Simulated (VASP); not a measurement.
# LuScN2 (P4mm) in VASP: relaxation of cell and atoms with PBE

Aim: the relaxation of cell and atoms of LuScN2 with PBE.

Everything below comes from runs of VASP 6.6.1. Logs are shortened: lines on timing, memory, paths and dates and some standing lists are left out, and cuts for length are marked.

### Step 1. The cell of the first run

Symmetry: P4mm, No. 99, tetragonal system. Conventional cell: a = 3.160 Å, b = 3.160 Å, c = 6.365 Å, α = 90.00°, β = 90.00°, γ = 90.00°. Lu (site symmetry 4mm) has 5 N at 1.99 to 2.52 Å and 1 Sc at 2.57 Å within 2.6 Å. Sc (site symmetry 4mm) has 1 N at 1.80 Å within 2.4 Å. Within 2.4 Å of N (site symmetry 4mm) lie 1 Sc at 1.80 Å and 1 Lu at 1.99 Å. N (site symmetry 4mm) has 4 Lu at 2.52 Å and 4 Sc at 2.64 Å and 4 N at 3.16 Å within 3.3 Å.

The cell was generated, and may not be a known phase.

### Step 2. Relaxation of cell and atoms, PBE

The input, INCAR:

```
  ALGO = Normal
  EDIFF = 1E-7
  EDIFFG = -0.01
  ENCUT = 600
  GGA = PE
  IBRION = 2
  ISIF = 3
  ISMEAR = 0
  LASPH = True
  LCHARG = False
  LREAL = False
  LWAVE = False
  NELM = 80
  NSW = 100
  PREC = Accurate
  SIGMA = 0.1
```

The input, KPOINTS:

```
k-points
0
Gamma
  14 14 8
```

The input, POSCAR:

```
LuScN2
1.0
    3.1601649694      0.0000000000      0.0000000000
    0.0000000000      3.1601649694      0.0000000000
    0.0000000000      0.0000000000      6.3649841756
Lu Sc N
1 1 2
Direct
    0.5000000000      0.5000000000      0.1691978933
    0.5000000000      0.5000000000      0.7650465825
    0.5000000000      0.5000000000      0.4816534693
    0.0000000000      0.0000000000      0.9861505750
```

Potentials or basis: VASP PAW PBE potentials, release 64 (Lu, Sc_sv, N).

Launch:

```sh
cat potpaw_PBE.64/Lu/POTCAR potpaw_PBE.64/Sc_sv/POTCAR potpaw_PBE.64/N/POTCAR > POTCAR
mpirun -np 1 vasp_std > vasp.out
```

OUTCAR:

```text
EDIFF = 1E-7
   EDIFFG = -0.01
   ENCUT = 600
   GGA = PE
   IBRION = 2
   ISIF = 3
   ISMEAR = 0
   LASPH = True
   LREAL = False
   NELM = 80
   NSW = 100
   PREC = Accurate

 ion  position               nearest neighbor table
   1  0.500  0.500  0.169-   3 1.99   4 2.52   4 2.52   4 2.52   4 2.52   2 2.57
   2  0.500  0.500  0.765-   3 1.80   1 2.57
   3  0.500  0.500  0.482-   2 1.80   1 1.99
   4  0.000  0.000  0.986-   1 2.52   1 2.52   1 2.52   1 2.52

  LATTYP: Found a simple tetragonal cell.
 ALAT       =     3.1601649694
 C/A-ratio  =     2.0141303499

  Lattice vectors:

 A1 = (   3.1601649694,   0.0000000000,   0.0000000000)
 A2 = (   0.0000000000,   3.1601649694,   0.0000000000)
 A3 = (   0.0000000000,   0.0000000000,   6.3649841756)

Analysis of symmetry for initial positions (statically):
=====================================================================
 Subroutine PRICEL returns:
 Original cell was already a primitive cell.

 Routine SETGRP: Setting up the symmetry group for a
 simple tetragonal supercell.

 Subroutine GETGRP returns: Found  8 space group operations
 (whereof  8 operations were pure point group operations)
 out of a pool of 16 trial point group operations.

The static configuration has the point symmetry C_4v.

Analysis of symmetry for dynamics (positions and initial velocities):
=====================================================================
 Subroutine PRICEL returns:
 Original cell was already a primitive cell.

 Routine SETGRP: Setting up the symmetry group for a
 simple tetragonal supercell.

 Subroutine GETGRP returns: Found  8 space group operations
 (whereof  8 operations were pure point group operations)
 out of a pool of 16 trial point group operations.

The dynamic configuration has the point symmetry C_4v.

 Subroutine INISYM returns: Found  8 space group operations
 (whereof  8 operations are pure point group operations),
 and found     1 'primitive' translations

----------------------------------------------------------------------------------------

                                     Primitive cell

  volume of cell :      63.5648

  direct lattice vectors                    reciprocal lattice vectors
     3.160164969  0.000000000  0.000000000     0.316439176  0.000000000  0.000000000
     0.000000000  3.160164969  0.000000000     0.000000000  0.316439176  0.000000000
     0.000000000  0.000000000  6.364984176     0.000000000  0.000000000  0.157109581
[... 92 lines left out ...]
   IBRION =      2    ionic relax: 0-MD 1-quasi-New 2-CG
   NFREE  =      1    steps in history (QN), initial steepest desc. (CG)
   ISIF   =      3    stress and relaxation
   ISYM   =      2    0-nonsym 1-usesym 2-fastsym
   POTIM  = 0.5000    time-step for ionic-motion
   TEBEG  =    0.0;   TEEND  =   0.0 temperature during run
   PSTRESS=    0.0 pullay stress
   NELECT =      46.0000    total number of electrons
   NUPDOWN=      -1.0000    fix difference up-down
   EMIN   =  10.00;   EMAX   =-10.00  energy-range for DOS
   EFERMI =   0.00;   METHOD = LEGACY
   ISMEAR =     0;   SIGMA  =   0.10  broadening in eV -4-tet -1-fermi 0-gaus
   EFERMI_NEDOS =   21; number of points for ismear=-14 and -15
   IALGO  =     38    algorithm
   IMIX   =      4    mixing-type and parameters
     AMIX     =   0.40;   BMIX     =  1.00
     AMIX_MAG =   1.60;   BMIX_MAG =  1.00
  volume/ion in A,a.u.               =      15.89       107.24
  Fermi-wavevector in a.u.,A,eV,Ry     =   1.469790  2.777500 29.392413  2.160281
  Thomas-Fermi vector in A             =   2.585125
   LORBIT       =      0    0 simple, 1 ext, 2 COOP (PROOUT), +10 PAW based schemes
   GGA     = PE    functional components
   LHFCALC =     F    Hartree Fock is set to
   AEXX    =    0.0000 exact exchange contribution
   IVDW    =     0    specifies the selected vdW correction
   LEPSILON=     F    determine dielectric tensor
   LRPA    =     F    only Hartree local field effects (RPA)
 conjugate gradient relaxation of ions
 non-spin polarized calculation
 Gauss-broadening in eV      SIGMA  =   0.10
  energy-cutoff  :      600.00
  volume of cell :       63.56
 maximum number of plane-waves:      2156
 NGX is ok and might be reduce to    28
   NGX = 13   NGY = 13   NGZ = 25

--------------------------------------- Ionic step        1  -------------------------------------------

 number of electron      46.0000001 magnetization

 Free energy of the ion-electron system (eV)
  ---------------------------------------------------
  ext. energy  EPLUGINS =         0.00000000
  ---------------------------------------------------
  free energy    TOTEN  =       -28.77688191 eV

  energy without entropy =      -28.77385259  energy(sigma->0) =      -28.77536725

------------------------ aborting loop because EDIFF is reached ----------------------------------------

  FORCE on cell =-STRESS in cart. coord.  units (eV):
  Direction    XX          YY          ZZ          XY          YZ          ZX
  --------------------------------------------------------------------------------------
  -------------------------------------------------------------------------------------
  Total        0.1330190      0.1330190      0.4789988      0.0000000     -0.0000000      0.0000000
  in kB        3.3527979      3.3527979     12.0733610      0.0000000     -0.0000000      0.0000000
  external PRESSURE =       6.2596523 kB  Pullay stress =       0.0000000 kB
[... 177 lines left out ...]
--------------------------------------- Ionic step        6  -------------------------------------------

 number of electron      46.0000001 magnetization

 Free energy of the ion-electron system (eV)
  ---------------------------------------------------
  ext. energy  EPLUGINS =         0.00000000
  ---------------------------------------------------
  free energy    TOTEN  =       -28.77769347 eV

  energy without entropy =      -28.77467146  energy(sigma->0) =      -28.77618246

 E-fermi :   3.1710     XC(G=0): -10.6114

 val. band max:        3.1593266717   @ k =   0.3571   0.0000   0.5000
 cond. band min:       3.1806947158   @ k =   0.0714   0.0000   0.1250
 fundamental gap:      0.0213680441
 Fermi energy:         3.1710004526

 k-point     1 :       0.0000    0.0000    0.0000
  band No.  band energies     occupation
      1     -52.6364      2.00000
      2     -45.9284      2.00000
      3     -24.9323      2.00000
      4     -24.5634      2.00000
      5     -24.5634      2.00000
      6     -23.2573      2.00000
[... 709 lines left out ...]
     26       6.0670      0.00000
     27       6.1873      0.00000

 [... further k-points ...]
[... 5 lines left out ...]
  --------------------------------------------------------------------------------------
  -------------------------------------------------------------------------------------
  Total        0.0048401      0.0048401      0.0097511      0.0000000      0.0000000      0.0000000
  in kB        0.1212981      0.1212981      0.2443702      0.0000000      0.0000000      0.0000000
  external PRESSURE =       0.1623221 kB  Pullay stress =       0.0000000 kB
[... 19 lines left out ...]
  FREE ENERGIE OF THE ION-ELECTRON SYSTEM (eV)
  ---------------------------------------------------
  free  energy   TOTEN  =       -28.7776934686 eV

  energy  without entropy=      -28.7746714559  energy(sigma->0) =      -28.77618246

 reached required accuracy - stopping structural energy minimisation
```

Wall time 21 min (1 thread of Intel Xeon 6975P-C (Granite Rapids), shared host); peak memory 0.52 GiB.

What came out:

* Free energy: -28.7777 eV
* Relaxed volume: 15.98 Å³/atom
* Relaxed cell: a = 3.165 Å, b = 3.165 Å, c = 6.380 Å, α = 90.00°, β = 90.00°, γ = 90.00°
* Space group after relaxing (to 0.1 Å): P4mm (No. 99)
* Energy gained by relaxing: 0.2 meV/atom
* Ionic steps: 6
* Pressure after relaxing: 0.0 GPa
* Largest force after relaxing: 0.010 eV/Å
* Band gap on the k mesh: zero (bands 23 and 24 overlap by 0.19 eV)

Forces on the atoms (eV/Å):
```
Lu   0.000  0.000 -0.010
Sc   0.000  0.000 -0.007
N    0.000  0.000  0.008
N    0.000  0.000  0.008
```

The path:
| step | energy change (eV) | largest force (eV/Å) | pressure (GPa) | volume (Å³) |
| --- | --- | --- | --- | --- |
| 1 | 0.0000 | 0.0156 | 0.63 | 63.56 |
| 2 | 0.0007 | 0.1553 | -0.69 | 64.14 |
| 3 | -0.0007 | 0.0657 | 0.09 | 63.80 |
| 4 | -0.0008 | 0.0452 | 0.03 | 63.94 |
| 5 | -0.0008 | 0.0144 | 0.04 | 63.89 |
| 6 | -0.0008 | 0.0096 | 0.02 | 63.93 |

Final structure:
```
CELL_PARAMETERS angstrom
3.16549 0.00000 0.00000
0.00000 3.16549 0.00000
0.00000 0.00000 6.38016
ATOMIC_POSITIONS crystal
Lu 0.50000 0.50000 0.16945
Sc 0.50000 0.50000 0.76476
N 0.50000 0.50000 0.48165
N 0.00000 0.00000 0.98619
```

Caveat: semilocal functionals underestimate gaps, and a narrow one can read as zero; spin-orbit coupling is left out, which moves the levels of the heavy elements.

The gap in the log of VASP goes by the Fermi energy; the results here count the filled bands.